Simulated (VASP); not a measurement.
# AgSn2SeI3 (Amm2) in VASP: a series of runs

Runs on AgSn2SeI3. Level: PBE. Tasks: single point.

Everything below comes from runs of VASP 6.6.1. Logs are shortened: lines on timing, memory, paths and dates and some standing lists are left out, and cuts for length are marked.

### Step 1. The cell of the first run

It takes space group Amm2 (No. 38, orthorhombic). Conventional cell: a = 4.085 Å, b = 10.355 Å, c = 12.242 Å, α = 90.00°, β = 90.00°, γ = 90.00°. Within 3.4 Å of Ag (site symmetry mm2) lie 1 Se at 2.56 Å and 3 I at 2.75 to 3.22 Å. Within 4.0 Å of Sn (site symmetry m) lie 2 Se at 3.04 Å and 4 I at 3.11 to 3.73 Å. Within 3.4 Å of Se (site symmetry mm2) lie 1 Ag at 2.56 Å and 4 Sn at 3.04 Å. Within 3.6 Å of I (site symmetry mm2) lie 1 Ag at 2.75 Å. Within 4.1 Å of I (site symmetry m) lie 2 Sn at 3.11 Å and 1 Ag at 3.22 Å and 1 Se at 3.82 Å and 4 I at 3.95 to 4.09 Å.

### Step 2. Single point, PBE

Contents of INCAR:

```
PREC = Accurate ; ENCUT = 520
EDIFF = 1E-6 ; ISMEAR = 0
SIGMA = 0.15 ; LREAL = False
LASPH = True ; NELM = 100
ALGO = Normal ; ISIF = 2
LWAVE = False ; LCHARG = False
GGA = PE ; NBANDS = 42
```

Contents of KPOINTS:

```
regular mesh
0
Gamma
  3 2 2
```

Contents of POSCAR:

```
AgSn2SeI3
1.0
    4.0854834209      0.0000000000      0.0000000000
    0.0000000000      5.1773223675      6.1207609092
    0.0000000000     -5.1773223675      6.1207609092
Ag Sn Se I
1 2 1 3
Direct
    0.0000000000      1.0007286252      1.0007286252
    0.5000000000      0.5173315000      0.9155662765
    0.5000000000      0.9155662765      0.5173315000
    0.0000000000      0.7915319016      0.7915319016
    0.0000000000      0.2251433728      0.2251433728
    0.0000000000      0.3340572619      0.7156410521
    0.0000000000      0.7156410521      0.3340572619
```

Potentials or basis: VASP PAW PBE potentials, release 64 (Ag, Sn_d, Se, I).

The run is started by

```console
cat potpaw_PBE.64/Ag/POTCAR potpaw_PBE.64/Sn_d/POTCAR potpaw_PBE.64/Se/POTCAR potpaw_PBE.64/I/POTCAR > POTCAR
mpirun -np 1 vasp_std > vasp.out
```

OUTCAR:

```text
PREC = Accurate
   ENCUT = 520
   EDIFF = 1E-6
   ISMEAR = 0
   LREAL = False
   LASPH = True
   NELM = 100
   ISIF = 2
   GGA = PE

 ion  position               nearest neighbor table
   1  0.000  0.001  0.001-   4 2.56   5 2.75   6 3.22   7 3.22
   2  0.500  0.517  0.916-   4 3.04   4 3.04   6 3.11   6 3.11
   3  0.500  0.916  0.517-   4 3.04   4 3.04   7 3.11   7 3.11
   4  0.000  0.792  0.792-   1 2.56   2 3.04   3 3.04   2 3.04   3 3.04
   5  0.000  0.225  0.225-   1 2.75
   6  0.000  0.334  0.716-   2 3.11   2 3.11   1 3.22
   7  0.000  0.716  0.334-   3 3.11   3 3.11   1 3.22

  LATTYP: Found a base centered orthorhombic cell.
 ALAT       =    10.3546447350
 B/A-ratio  =     1.1822251880
 C/A-ratio  =     0.3945556343

  Lattice vectors:

 A1 = (   0.0000000000,   5.1773223675,  -6.1207609092)
 A2 = (   0.0000000000,   5.1773223675,   6.1207609092)
 A3 = (   4.0854834209,   0.0000000000,   0.0000000000)

Analysis of symmetry for initial positions (statically):
=====================================================================
 Subroutine PRICEL returns:
 Original cell was already a primitive cell.

 Routine SETGRP: Setting up the symmetry group for a
 base centered orthorhombic supercell.

 Subroutine GETGRP returns: Found  4 space group operations
 (whereof  4 operations were pure point group operations)
 out of a pool of  8 trial point group operations.

The static configuration has the point symmetry C_2v.

Analysis of symmetry for dynamics (positions and initial velocities):
=====================================================================
 Subroutine PRICEL returns:
 Original cell was already a primitive cell.

 Routine SETGRP: Setting up the symmetry group for a
 base centered orthorhombic supercell.

 Subroutine GETGRP returns: Found  4 space group operations
 (whereof  4 operations were pure point group operations)
 out of a pool of  8 trial point group operations.

The dynamic configuration has the point symmetry C_2v.

 Subroutine INISYM returns: Found  4 space group operations
 (whereof  4 operations are pure point group operations),
 and found     1 'primitive' translations

----------------------------------------------------------------------------------------

                                     Primitive cell

  volume of cell :     258.9310

  direct lattice vectors                    reciprocal lattice vectors
     4.085483421  0.000000000  0.000000000     0.244769076  0.000000000  0.000000000
     0.000000000  5.177322368  6.120760909     0.000000000  0.096575018  0.081689190
     0.000000000 -5.177322368  6.120760909     0.000000000 -0.096575018  0.081689190

  length of vectors
     4.085483421  8.016756265  8.016756265     0.244769076  0.126490544  0.126490544

  position of ions in fractional coordinates (direct lattice)
     0.000000000  0.000728625  0.000728625
     0.500000000  0.517331500  0.915566277
     0.500000000  0.915566277  0.517331500
     0.000000000  0.791531902  0.791531902
     0.000000000  0.225143373  0.225143373
     0.000000000  0.334057262  0.715641052
     0.000000000  0.715641052  0.334057262

  ion indices of the primitive-cell ions
   primitive index   ion index
                 1           1
                 2           2
                 3           3
                 4           4
                 5           5
                 6           6
                 7           7

----------------------------------------------------------------------------------------

 KPOINTS: regular mesh

Automatic generation of k-mesh.
 Grid dimensions read from file:
 generate k-points for:    3    2    2

 Generating k-lattice:

  Cartesian coordinates                     Fractional coordinates (reciprocal lattice)
     0.081589692  0.000000000  0.000000000     0.333333333  0.000000000  0.000000000
     0.000000000  0.048287509  0.040844595     0.000000000  0.500000000  0.000000000
     0.000000000 -0.048287509  0.040844595     0.000000000  0.000000000  0.500000000

  Length of vectors
     0.081589692  0.063245272  0.063245272

  Shift w.r.t. Gamma in fractional coordinates (k-lattice)
     0.000000000  0.000000000  0.000000000

 Subroutine IBZKPT returns following result:
 ===========================================

 Found      6 irreducible k-points:

 Following reciprocal coordinates:
            Coordinates               Weight
  0.000000  0.000000  0.000000      1.000000
  0.333333  0.000000  0.000000      2.000000
  0.000000  0.500000  0.000000      2.000000
  0.333333  0.500000  0.000000      4.000000
  0.000000  0.500000  0.500000      1.000000
  0.333333  0.500000  0.500000      2.000000
   k-points           NKPTS =      6   k-points in BZ     NKDIM =      6   number of bands    NBANDS=     42
   number of dos      NEDOS =    301   number of ions     NIONS =      7
   total plane-waves  NPLWV = 108000
   dimension x,y,z NGX =    30 NGY =   60 NGZ =   60
   dimension x,y,z NGXF=    60 NGYF=  120 NGZF=  120
   ions per type =               1   2   1   3
   NGX,Y,Z   is equivalent  to a cutoff of  12.21, 12.44, 12.44 a.u.
   NGXF,Y,Z  is equivalent  to a cutoff of  24.42, 24.88, 24.88 a.u.
 SYSTEM =  unknown system
   PREC   = accura    normal or accurate (medium, high low for compatibility)
   ISTART =      0    job   : 0-new  1-cont  2-samecut
   ICHARG =      2    charge: 1-file 2-atom 10-const
   ISPIN  =      1    spin polarized calculation?
   LNONCOLLINEAR =      F non collinear calculations
   LSORBIT =      F    spin-orbit coupling
   LASPH  =      T    aspherical Exc in radial PAW
   ENCUT  =  520.0 eV  38.22 Ry    6.18 a.u.   7.60 14.91 14.91*2*pi/ulx,y,z
   NELM   =    100;   NELMIN=  2; NELMDL= -5     # of ELM steps
   EDIFF  = 0.1E-05   stopping-criterion for ELM
   LREAL  =      F    real-space projection
   EDIFFG = 0.1E-04   stopping-criterion for IOM
   NSW    =      0    number of steps for IOM
   IBRION =     -1    ionic relax: 0-MD 1-quasi-New 2-CG
   NFREE  =      0    steps in history (QN), initial steepest desc. (CG)
   ISIF   =      2    stress and relaxation
   ISYM   =      2    0-nonsym 1-usesym 2-fastsym
   POTIM  = 0.5000    time-step for ionic-motion
   TEBEG  =    0.0;   TEEND  =   0.0 temperature during run
   PSTRESS=    0.0 pullay stress
   NELECT =      66.0000    total number of electrons
   NUPDOWN=      -1.0000    fix difference up-down
   EMIN   =  10.00;   EMAX   =-10.00  energy-range for DOS
   EFERMI =   0.00;   METHOD = LEGACY
   ISMEAR =     0;   SIGMA  =   0.15  broadening in eV -4-tet -1-fermi 0-gaus
   EFERMI_NEDOS =   21; number of points for ismear=-14 and -15
   IALGO  =     38    algorithm
   IMIX   =      4    mixing-type and parameters
     AMIX     =   0.40;   BMIX     =  1.00
     AMIX_MAG =   1.60;   BMIX_MAG =  1.00
  volume/ion in A,a.u.               =      36.99       249.62
  Fermi-wavevector in a.u.,A,eV,Ry     =   1.037994  1.961524 14.659342  1.077431
  Thomas-Fermi vector in A             =   2.172457
   LORBIT       =      0    0 simple, 1 ext, 2 COOP (PROOUT), +10 PAW based schemes
   GGA     = PE    functional components
   LHFCALC =     F    Hartree Fock is set to
   AEXX    =    0.0000 exact exchange contribution
   IVDW    =     0    specifies the selected vdW correction
   LEPSILON=     F    determine dielectric tensor
   LRPA    =     F    only Hartree local field effects (RPA)
 non-spin polarized calculation
 Gauss-broadening in eV      SIGMA  =   0.15
  energy-cutoff  :      520.00
  volume of cell :      258.93
 maximum number of plane-waves:      7015
 NGX is ok and might be reduce to    30
   NGX = 15   NGY = 29   NGZ = 29

 number of electron      65.9999995 magnetization

 Free energy of the ion-electron system (eV)
  ---------------------------------------------------
  ext. energy  EPLUGINS =         0.00000000
  ---------------------------------------------------
  free energy    TOTEN  =       -20.33886608 eV

  energy without entropy =      -20.33886591  energy(sigma->0) =      -20.33886599

 E-fermi :   3.8194     XC(G=0):  -8.3507

 val. band max:        3.2851939470   @ k =   0.3333   0.5000   0.0000
 cond. band min:       4.3279504462   @ k =   0.0000   0.0000   0.0000
 fundamental gap:      1.0427564992
 Fermi energy:         3.8194259981

 k-point     1 :       0.0000    0.0000    0.0000
  band No.  band energies     occupation
      1     -18.3193      2.00000
      2     -18.3162      2.00000
      3     -18.3118      2.00000
      4     -18.3033      2.00000
      5     -18.2979      2.00000
      6     -18.2966      2.00000
[... 34 lines left out ...]
     41       8.7074      0.00000
     42       9.0762      0.00000

 k-point     2 :       0.3333    0.0000    0.0000
  band No.  band energies     occupation
      1     -18.3148      2.00000
      2     -18.3120      2.00000
      3     -18.3102      2.00000
      4     -18.3044      2.00000
      5     -18.3032      2.00000
      6     -18.3018      2.00000
[... 34 lines left out ...]
     41       8.0300      0.00000
     42       9.3970      0.00000

 k-point     3 :       0.0000    0.5000    0.0000
  band No.  band energies     occupation
      1     -18.3192      2.00000
      2     -18.3162      2.00000
      3     -18.3116      2.00000
      4     -18.3034      2.00000
      5     -18.2979      2.00000
      6     -18.2966      2.00000
[... 34 lines left out ...]
     41       8.2149      0.00000
     42       8.8907      0.00000

 k-point     4 :       0.3333    0.5000    0.0000
  band No.  band energies     occupation
      1     -18.3147      2.00000
      2     -18.3120      2.00000
      3     -18.3101      2.00000
      4     -18.3044      2.00000
      5     -18.3032      2.00000
      6     -18.3018      2.00000
[... 34 lines left out ...]
     41       8.1339      0.00000
     42       8.9764      0.00000

 k-point     5 :       0.0000    0.5000    0.5000
  band No.  band energies     occupation
      1     -18.3193      2.00000
      2     -18.3162      2.00000
      3     -18.3116      2.00000
      4     -18.3034      2.00000
      5     -18.2980      2.00000
      6     -18.2966      2.00000
[... 34 lines left out ...]
     41       8.7455      0.00000
     42       8.7937      0.00000

 k-point     6 :       0.3333    0.5000    0.5000
  band No.  band energies     occupation
      1     -18.3148      2.00000
      2     -18.3120      2.00000
      3     -18.3101      2.00000
      4     -18.3045      2.00000
      5     -18.3031      2.00000
      6     -18.3018      2.00000
[... 34 lines left out ...]
     41       8.3124      0.00000
     42       9.6517      0.00000

------------------------ aborting loop because EDIFF is reached ----------------------------------------

  FORCE on cell =-STRESS in cart. coord.  units (eV):
  Direction    XX          YY          ZZ          XY          YZ          ZX
  --------------------------------------------------------------------------------------
  -------------------------------------------------------------------------------------
  Total        0.0104407     -0.0189067      0.0744422      0.0000000      0.0000000      0.0000000
  in kB        0.0646037     -0.1169883      0.4606230      0.0000000      0.0000000      0.0000000
  external PRESSURE =       0.1360794 kB  Pullay stress =       0.0000000 kB

 VOLUME and BASIS-vectors are now :
 -----------------------------------------------------------------------------
  energy-cutoff  :      520.00
  volume of cell :      258.93
      direct lattice vectors                 reciprocal lattice vectors
     4.085483421  0.000000000  0.000000000     0.244769076  0.000000000  0.000000000
     0.000000000  5.177322368  6.120760909     0.000000000  0.096575018  0.081689190
     0.000000000 -5.177322368  6.120760909     0.000000000 -0.096575018  0.081689190

 POSITION                                       TOTAL-FORCE (eV/Angst)
 -----------------------------------------------------------------------------------
      0.00000      0.00000      0.00892         0.000000      0.000000     -0.013570
      2.04274     -2.06179      8.77042         0.000000     -0.006196      0.003112
      2.04274      2.06179      8.77042         0.000000      0.006196      0.003112
      0.00000      0.00000      9.68956         0.000000      0.000000      0.008707
      0.00000      0.00000      2.75610         0.000000      0.000000     -0.000492
      0.00000     -1.97558      6.42495         0.000000     -0.006419     -0.000434
      0.00000      1.97558      6.42495         0.000000      0.006419     -0.000434
 -----------------------------------------------------------------------------------
    total drift:                                0.000000      0.000000     -0.000140

  FREE ENERGIE OF THE ION-ELECTRON SYSTEM (eV)
  ---------------------------------------------------
  free  energy   TOTEN  =       -20.3388660786 eV

  energy  without entropy=      -20.3388659053  energy(sigma->0) =      -20.33886599
```

Run time: 43 s. Hardware: 1 thread of Intel Xeon 6975P-C (Granite Rapids), shared host; peak memory 0.35 GiB.

What came out:

* Free energy: -20.3389 eV
* Pressure: 0.0 GPa
* Largest force: 0.014 eV/Å
* Band gap on the k mesh: 1.04 eV, indirect (least direct gap 1.24 eV)

Forces in eV/Å, atoms in the order of the input:
```
Ag   0.000  0.000 -0.014
Sn   0.000 -0.006  0.003
Sn   0.000  0.006  0.003
Se   0.000  0.000  0.009
I    0.000  0.000  0.000
I    0.000 -0.006  0.000
I    0.000  0.006  0.000
```

Levels at points of the mesh, in eV from the valence-band top:
| k point | band 29 | band 30 | band 31 | band 32 | band 33 | band 34 | band 35 | band 36 | band 37 | band 38 |
| --- | --- | --- | --- | --- | --- | --- | --- | --- | --- | --- |
| (0.00, 0.00, 0.00) | -1.11 | -0.86 | -0.47 | -0.41 | -0.19 | 1.04 | 1.82 | 2.39 | 2.69 | 3.05 |
| (0.00, 0.50, 0.00) | -1.40 | -0.93 | -0.87 | -0.43 | -0.08 | 1.76 | 2.03 | 2.11 | 2.99 | 3.54 |
| (0.00, 0.50, 0.50) | -1.35 | -1.32 | -1.04 | -0.50 | -0.23 | 1.19 | 1.77 | 2.99 | 2.99 | 3.35 |

Caveat: the k points lie up to 0.51 Å⁻¹ apart; spin-orbit coupling is left out, which moves the levels of the heavy elements. A k mesh can miss the band edges.

(Continued in part 2 of 2.)
